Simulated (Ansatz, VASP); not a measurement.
**KCl: VASP beside Ansatz**

```
K Cl
1.0
     0.09468    3.20344    3.20344
     3.20344    0.09468    3.20344
     3.20344    3.20344    0.09468
K Cl
1 1
Direct
  0.00000 0.00000 0.00000
  0.50000 0.50000 0.50000
```

Change from the starting cell: equal xy, yz and zx shear strains of +3 %, crystal datasets.

Alike in both runs: task electric field gradients; functional LDA; k mesh 7 × 7 × 7; occupations fermi-dirac, width 0.03 eV; no spin polarisation.

|  | VASP | Ansatz |
| --- | --- | --- |
| version | VASP 6.6.1 | Ansatz 0.2.0 |
| potentials or method | VASP PAW LDA potentials, release 64 (K_sv, Cl), cutoff 520 eV | all-electron PAW with datasets made for the crystal, scalar-relativistic |

|  | VASP | Ansatz | Ansatz less VASP |
| --- | --- | --- | --- |
| gap on the k mesh at the Fermi level (eV) | 4.68 | 4.67 | -0.004 |
| pressure (GPa) | -2.1 | -2.1 | -0.04 |
| traceless stress, the component that is largest in VASP (GPa) | -0.24 | -0.24 | -0.002 |
| size of Vzz on the site where it differs most (V/Å²) | 4.5 | 4.7 | +0.12 |

LDA's correlation is that of Perdew and Zunger in VASP and of Perdew and Wang (1992) in Ansatz. Ansatz ran all-electron here, and VASP with PAW potentials.
